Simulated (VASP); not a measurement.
Write the native input for VASP 6.6.1 that does the following.

```
Task                   : single point
Functional             : r2SCAN
Potentials or basis    : VASP PAW PBE potentials, release 64 (Ir)
Cutoff                 : 550 eV
k mesh                 : 6 × 6 × 6
Occupations            : fermi-dirac, width 0.15 eV
Spin                   : no spin polarisation
Dipole correction      : no
Further INCAR settings : ALGO = Normal; EDIFF = 1e-06; NBANDS = 10
```

Crystal: Ir.

```
CELL_PARAMETERS angstrom
0.00000 1.91560 1.91560
1.91560 0.00000 1.91560
1.91560 1.91560 0.00000
ATOMIC_POSITIONS crystal
Ir 0.00000 0.00000 0.00000
```

These files were run (other wordings do the same):

POSCAR

```
Ir
1.0
    0.0000000000      1.9156000000      1.9156000000
    1.9156000000      0.0000000000      1.9156000000
    1.9156000000      1.9156000000      0.0000000000
Ir
1
Direct
    0.0000000000      0.0000000000      0.0000000000
```

INCAR.step1

```
SYSTEM = Ir
ALGO = Normal
EDIFF = 1E-5
ENCUT = 550
GGA = PE
GGA_COMPAT = .FALSE.
ISMEAR = -1
LASPH = .TRUE.
LCHARG = .FALSE.
LREAL = .FALSE.
LWAVE = .TRUE.
NBANDS = 10
NELM = 120
PREC = Accurate
SIGMA = 0.15
```

INCAR.step2

```
SYSTEM = Ir
ALGO = Normal
EDIFF = 1E-6
ENCUT = 550
GGA_COMPAT = .FALSE.
ISIF = 2
ISMEAR = -1
ISTART = 1
LASPH = .TRUE.
LCHARG = .FALSE.
LMIXTAU = .TRUE.
LREAL = .FALSE.
LWAVE = .FALSE.
METAGGA = R2SCAN
NBANDS = 10
NELM = 120
PREC = Accurate
SIGMA = 0.15
```

KPOINTS

```
k-points
0
G
  6 6 6
  0 0 0
```

Potentials or basis: VASP PAW PBE potentials, release 64 (Ir).

Command:

```bash
$ cat potpaw_PBE.64/Ir/POTCAR > POTCAR
$ cp INCAR.step1 INCAR
$ mpirun -np 1 vasp_std > vasp.out
$ cp INCAR.step2 INCAR
$ mpirun -np 1 vasp_std > vasp.out
```

It gave:

The pressure is 8.3 GPa.

Caveat: the k points lie up to 0.47 Å⁻¹ apart; the PAW data sets were made with another functional, which shifts forces and pressure a little.

It took 39 s on 1 thread of Intel Xeon 8259CL, with other jobs on the host, peak memory 0.14 GiB.
